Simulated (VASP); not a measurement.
As:

```
As
1.0
     3.64153    0.00000    0.00000
    -1.82077    3.15366    0.00000
     0.00000    0.00000    4.73810
As
2
Direct
  0.33333 0.66667 0.85488
  0.66667 0.33333 0.14512
```

The cell was generated, and may not be a known phase.

```yaml
Program: VASP 6.6.1
Task: relaxation of cell and atoms
Functional: PBE
Potentials_or_basis: VASP PAW PBE potentials, release 64 (As)
Cutoff: 600 eV
k_mesh: 18 × 18 × 12
Occupations: gaussian, width 0.1 eV
Spin: no spin polarisation
```

At the start: pressure 0.2 GPa; volume 27.21 Å³/atom.

Problem. Where does the relaxation end?

Solution. Over 14 steps the energy falls by 3.9 meV/atom and the volume is 30.51 Å³/atom (+12.1 %); space group P-3m1 (No. 164, to 0.1 Å) before and after.

Step by step:
| step | energy change (eV) | largest force (eV/Å) | pressure (GPa) | volume (Å³) |
| --- | --- | --- | --- | --- |
| 1 | 0.0000 | 0.1270 | 0.22 | 54.41 |
| 2 | -0.0007 | 0.1185 | -0.35 | 54.71 |
| 3 | -0.0010 | 0.0306 | -0.14 | 54.60 |
| 4 | -0.0014 | 0.0304 | 0.04 | 54.48 |
| 5 | -0.0015 | 0.0301 | 0.12 | 54.42 |
| 6 | -0.0017 | 0.0286 | 0.12 | 54.53 |
| 7 | -0.0024 | 0.0235 | 0.11 | 54.88 |
| 8 | -0.0036 | 0.0101 | 0.11 | 55.58 |
| 9 | -0.0056 | 0.0252 | 0.15 | 56.97 |
| 10 | -0.0068 | 0.1380 | 0.39 | 59.73 |
| 11 | -0.0069 | 0.1264 | 0.36 | 59.84 |
| 12 | -0.0073 | 0.0910 | 0.25 | 60.16 |
| 13 | -0.0077 | 0.0214 | 0.06 | 60.80 |
| 14 | -0.0077 | 0.0021 | -0.01 | 61.02 |

Final structure:
```yaml
crystal:
  lattice:
    - [3.61482, 0.00000, 0.00000]
    - [-1.80741, 3.13053, 0.00000]
    - [0.00000, 0.00000, 5.39179]
  atoms:
    - { symbol: As, position: [0.33333, 0.66667, 0.87059] }
    - { symbol: As, position: [0.66667, 0.33333, 0.12941] }
```

Caveat: this functional lacks dispersion, which binds layers or chains, so the pressure and a relaxed spacing across them are unreliable.
